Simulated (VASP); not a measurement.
# C (Pm-3m) in VASP: a series of runs, part 2 of 2

VASP 6.6.1. The steps go on from the part before.

## 3. Relaxation of cell and atoms, r2SCAN

This run uses another cell than the first one, of 7.41 Å³/atom, 1.387 times its volume.

POSCAR

```
C
1.0
    1.9500000000      0.0000000000      0.0000000000
    0.0000000000      1.9500000000      0.0000000000
    0.0000000000      0.0000000000      1.9500000000
C
1
Direct
    0.0000000000      0.0000000000      0.0000000000
```

INCAR.step1

```
SYSTEM = C
PREC = Accurate ; ENCUT = 600
ISMEAR = -1 ; SIGMA = 0.05
LREAL = .False. ; LASPH = .True.
NELM = 100 ; GGA = PE
ALGO = Normal ; EDIFF = 1E-4
LWAVE = .True. ; LCHARG = .False.
```

INCAR.step2

```
SYSTEM = C
PREC = Accurate ; ENCUT = 600
EDIFF = 1E-6 ; ISMEAR = -1
SIGMA = 0.05 ; LREAL = .False.
LASPH = .True. ; NELM = 100
ALGO = Normal ; ISIF = 3
LWAVE = .False. ; LCHARG = .False.
METAGGA = R2SCAN ; LMIXTAU = .True.
IBRION = 2 ; NSW = 80
EDIFFG = -0.03 ; ISTART = 1
```

KPOINTS

```
regular mesh
0
Gamma
  11 11 11
  0 0 0
```

Potentials or basis: VASP PAW PBE potentials, release 64 (C).

The run is started by

```
$ cat potpaw_PBE.64/C/POTCAR > POTCAR
$ cp INCAR.step1 INCAR
$ mpirun -np 1 vasp_std > vasp.out
$ cp INCAR.step2 INCAR
$ mpirun -np 1 vasp_std > vasp.out
```

OUTCAR:

```text
SYSTEM = C
   PREC = Accurate
   ENCUT = 600
   EDIFF = 1E-6
   ISMEAR = -1
   LREAL = .False.
   LASPH = .True.
   NELM = 100
   ISIF = 3
   METAGGA = R2SCAN
   IBRION = 2
   NSW = 80
   EDIFFG = -0.03
   ISTART = 1

 ion  position               nearest neighbor table
   1  0.000  0.000  0.000-

  LATTYP: Found a simple cubic cell.
 ALAT       =     1.9500000000

  Lattice vectors:

 A1 = (   1.9500000000,   0.0000000000,   0.0000000000)
 A2 = (   0.0000000000,   1.9500000000,   0.0000000000)
 A3 = (   0.0000000000,   0.0000000000,   1.9500000000)

Analysis of symmetry for initial positions (statically):
=====================================================================
 Subroutine PRICEL returns:
 Original cell was already a primitive cell.

 Routine SETGRP: Setting up the symmetry group for a
 simple cubic supercell.

 Subroutine GETGRP returns: Found 48 space group operations
 (whereof 48 operations were pure point group operations)
 out of a pool of 48 trial point group operations.

The static configuration has the point symmetry O_h .

Analysis of symmetry for dynamics (positions and initial velocities):
=====================================================================
 Subroutine PRICEL returns:
 Original cell was already a primitive cell.

 Routine SETGRP: Setting up the symmetry group for a
 simple cubic supercell.

 Subroutine GETGRP returns: Found 48 space group operations
 (whereof 48 operations were pure point group operations)
 out of a pool of 48 trial point group operations.

The dynamic configuration has the point symmetry O_h .

 Subroutine INISYM returns: Found 48 space group operations
 (whereof 48 operations are pure point group operations),
 and found     1 'primitive' translations

----------------------------------------------------------------------------------------

                                     Primitive cell

  volume of cell :       7.4149
[... 87 lines left out ...]
   EDIFF  = 0.1E-05   stopping-criterion for ELM
   LREAL  =      F    real-space projection
   EDIFFG = -.3E-01   stopping-criterion for IOM
   NSW    =     80    number of steps for IOM
   IBRION =      2    ionic relax: 0-MD 1-quasi-New 2-CG
   NFREE  =      1    steps in history (QN), initial steepest desc. (CG)
   ISIF   =      3    stress and relaxation
   ISYM   =      2    0-nonsym 1-usesym 2-fastsym
   POTIM  = 0.5000    time-step for ionic-motion
   TEBEG  =    0.0;   TEEND  =   0.0 temperature during run
   PSTRESS=    0.0 pullay stress
   NELECT =       4.0000    total number of electrons
   NUPDOWN=      -1.0000    fix difference up-down
   EMIN   =  10.00;   EMAX   =-10.00  energy-range for DOS
   EFERMI =   0.00;   METHOD = LEGACY
   ISMEAR =    -1;   SIGMA  =   0.05  broadening in eV -4-tet -1-fermi 0-gaus
   EFERMI_NEDOS =   21; number of points for ismear=-14 and -15
   IALGO  =     38    algorithm
   IMIX   =      4    mixing-type and parameters
     AMIX     =   0.40;   BMIX     =  1.00
     AMIX_MAG =   1.60;   BMIX_MAG =  1.00
  volume/ion in A,a.u.               =       7.41        50.04
  Fermi-wavevector in a.u.,A,eV,Ry     =   1.332683  2.518406 24.164548  1.776044
  Thomas-Fermi vector in A             =   2.461599
   LORBIT       =      0    0 simple, 1 ext, 2 COOP (PROOUT), +10 PAW based schemes
   METAGGA = R2SCAN    functional components
   LHFCALC =     F    Hartree Fock is set to
   AEXX    =    0.0000 exact exchange contribution
   IVDW    =     0    specifies the selected vdW correction
   LEPSILON=     F    determine dielectric tensor
   LRPA    =     F    only Hartree local field effects (RPA)
 conjugate gradient relaxation of ions
 non-spin polarized calculation
  energy-cutoff  :      600.00
  volume of cell :        7.41
 maximum number of plane-waves:       271
 NGX is ok and might be reduce to    16
   NGX =  7   NGY =  7   NGZ =  7

--------------------------------------- Ionic step        1  -------------------------------------------

 number of electron       4.0000000 magnetization

 Free energy of the ion-electron system (eV)
  ---------------------------------------------------
  ext. energy  EPLUGINS =         0.00000000
  ---------------------------------------------------
  free energy    TOTEN  =        -6.63241557 eV

  energy without entropy =       -6.62637342  energy(sigma->0) =       -6.62939449

 E-fermi :   6.5865     XC(G=0): -13.3556

 val. band max:        6.5039658323   @ k =   0.3636   0.3636   0.3636
 cond. band min:       6.6253013760   @ k =   0.4545   0.3636   0.0909
 fundamental gap:      0.1213355437
 Fermi energy:         6.5864808121

 k-point     1 :       0.0000    0.0000    0.0000
  band No.  band energies     occupation
      1     -12.5312      2.00000
      2      14.6364      0.00000
      3      14.6364      0.00000
      4      14.6364      0.00000
      5      30.6699      0.00000
      6      30.6699      0.00000
[... 276 lines left out ...]
--------------------------------------- Ionic step        3  -------------------------------------------

 number of electron       4.0000000 magnetization

 Free energy of the ion-electron system (eV)
  ---------------------------------------------------
  ext. energy  EPLUGINS =         0.00000000
  ---------------------------------------------------
  free energy    TOTEN  =        -7.06734962 eV

  energy without entropy =       -7.06598060  energy(sigma->0) =       -7.06666511

 E-fermi :  11.5178     XC(G=0): -15.0151

 val. band max:       10.5968457055   @ k =   0.2727   0.1818   0.1818
 cond. band min:      11.5468046024   @ k =   0.4545   0.3636   0.3636
 fundamental gap:      0.9499588968
 Fermi energy:        11.5177680780

 k-point     1 :       0.0000    0.0000    0.0000
  band No.  band energies     occupation
      1     -12.4836      2.00000
      2      21.3135      0.00000
      3      21.3135      0.00000
      4      21.3135      0.00000
      5      37.8700      0.00000
      6      37.8700      0.00000
[... 235 lines left out ...]
  FREE ENERGIE OF THE ION-ELECTRON SYSTEM (eV)
  ---------------------------------------------------
  free  energy   TOTEN  =        -7.0673496227 eV

  energy  without entropy=       -7.0659806013  energy(sigma->0) =       -7.06666511

 reached required accuracy - stopping structural energy minimisation
```

It used 10 s of CPU time on 1 thread of Intel Xeon 6975P-C (shared host).

Results:

| Item | Value |
| --- | --- |
| Free energy | -7.0673 eV |
| Relaxed volume | 5.48 Å³/atom |
| Relaxed cell | a = 1.763 Å, b = 1.763 Å, c = 1.763 Å, α = 90.00°, β = 90.00°, γ = 90.00° |
| Space group after relaxing (to 0.05 Å) | Pm-3m (No. 221) |
| Energy gained by relaxing | 434.9 meV/atom |
| Ionic steps | 3 |
| Pressure after relaxing | 0.6 GPa |
| Band gap on the k mesh | zero (band 2 reaches 21.31 eV, above the bottom of band 3 at 9.09 eV) |

Step by step:
```
step  energy change (eV)  largest force (eV/Å)  pressure (GPa)  volume (Å³)
   1              0.0000                0.0000          -52.37         7.41
   2             -0.4006                0.0000           30.75         5.11
   3             -0.4349                0.0000            0.62         5.48
```

Final structure:
```
C
1.0
     1.76283    0.00000    0.00000
     0.00000    1.76283    0.00000
     0.00000    0.00000    1.76283
C
1
Direct
  0.00000 0.00000 0.00000
```

Levels at points of the mesh, in eV from the Fermi level:
| k point | band 1 | band 2 | band 3 | band 4 | band 5 | band 6 |
| --- | --- | --- | --- | --- | --- | --- |
| (0.00, 0.00, 0.00) | -24.00 | 9.80 | 9.80 | 9.80 | 26.35 | 26.35 |

Caveat: the volume moved by over 15 % at a fixed basis, so the end points are rough; the PAW data sets were made with another functional, which shifts forces and pressure a little.

## 4. Relaxation of cell and atoms, r2SCAN, target pressure 5 GPa, at which the enthalpy is minimised

This run uses another cell than the first one, of 7.41 Å³/atom, 1.387 times its volume.

POSCAR is that of step 3.

INCAR.step1

```
SYSTEM = C
ALGO = Normal
EDIFF = 1E-4
ENCUT = 600
GGA = PE
ISMEAR = -1
LASPH = .True.
LCHARG = .False.
LREAL = .False.
LWAVE = .True.
NELM = 80
PREC = Accurate
SIGMA = 0.05
```

INCAR.step2

```
SYSTEM = C
ALGO = Normal
EDIFF = 1E-7
EDIFFG = -0.03
ENCUT = 600
IBRION = 2
ISIF = 3
ISMEAR = -1
ISTART = 1
LASPH = .True.
LCHARG = .False.
LMIXTAU = .True.
LREAL = .False.
LWAVE = .False.
METAGGA = R2SCAN
NELM = 80
NSW = 80
PREC = Accurate
PSTRESS = 50.0
SIGMA = 0.05
```

KPOINTS

```
k-points
0
Gamma
  11 11 11
  0 0 0
```

The run is started by

```
$ cat potpaw_PBE.64/C/POTCAR > POTCAR
$ cp INCAR.step1 INCAR
$ mpirun -np 1 vasp_std > vasp.out
$ cp INCAR.step2 INCAR
$ mpirun -np 1 vasp_std > vasp.out
```

It used 11 s of CPU time on 1 thread of Intel Xeon 6975P-C, on a shared host.

The run converged. Its results:

```yaml
Free_energy: -7.0660 eV
Relaxed_volume: 5.41 Å³/atom
Relaxed_cell: a = 1.755 Å, b = 1.755 Å, c = 1.755 Å, α = 90.00°, β = 90.00°, γ = 90.00°
Space_group_after_relaxing_to_0.05_Å: Pm-3m (No. 221)
Energy_change_on_relaxing_the_enthalpy_is_what_falls: -433.6 meV/atom
Ionic_steps: 3
Pressure_after_relaxing: 5.5 GPa
Band_gap_on_the_k_mesh: zero (band 2 reaches 21.63 eV, above the bottom of band 3 at 9.36 eV)
```

The path:
| step | energy change (eV) | largest force (eV/Å) | pressure (GPa) | volume (Å³) |
| --- | --- | --- | --- | --- |
| 1 | 0.0000 | 0.0000 | -52.37 | 7.41 |
| 2 | -0.3522 | 0.0000 | 50.86 | 4.92 |
| 3 | -0.4336 | 0.0000 | 5.48 | 5.41 |

Final structure:
```
C
1.0
     1.75532    0.00000    0.00000
     0.00000    1.75532    0.00000
     0.00000    0.00000    1.75532
C
1
Direct
  0.00000 0.00000 0.00000
```

Levels at points of the mesh, in eV from the Fermi level:
| k point | band 1 | band 2 | band 3 | band 4 | band 5 |
| --- | --- | --- | --- | --- | --- |
| (0.00, 0.00, 0.00) | -24.20 | 9.91 | 9.91 | 9.91 | 26.49 |

Caveat: the cell is relaxed towards a set pressure, so the enthalpy falls and the energy may rise; the volume moved by over 15 % at a fixed basis, so the end points are rough; the PAW data sets were made with another functional, which shifts forces and pressure a little.

## 5. Overview

```csv
task,cell,cutoff (eV),gap on the mesh (eV),pressure (GPa)
single point,"a = 1.748 Å, 1 atom",520,none,10.7
relaxation of cell and atoms,"relaxed from a = 1.950 Å, 1 atom",600,none,0.6
relaxation of cell and atoms,"relaxed to 5 GPa from a = 1.950 Å, 1 atom",600,none,5.5
```

Alike in all rows: level r2SCAN; potentials or basis VASP PAW PBE potentials, release 64 (C); no spin polarisation; k mesh 11 × 11 × 11; smearing fermi-dirac 0.05 eV.

Caveats: the PAW data sets were made with another functional, which shifts forces and pressure a little; the volume moved by over 15 % at a fixed basis, so the end points are rough (some runs); the cell is relaxed towards a set pressure, so the enthalpy falls and the energy may rise (some runs).

Total energies depend on the potentials used, so only differences within one code and one set of settings carry meaning.
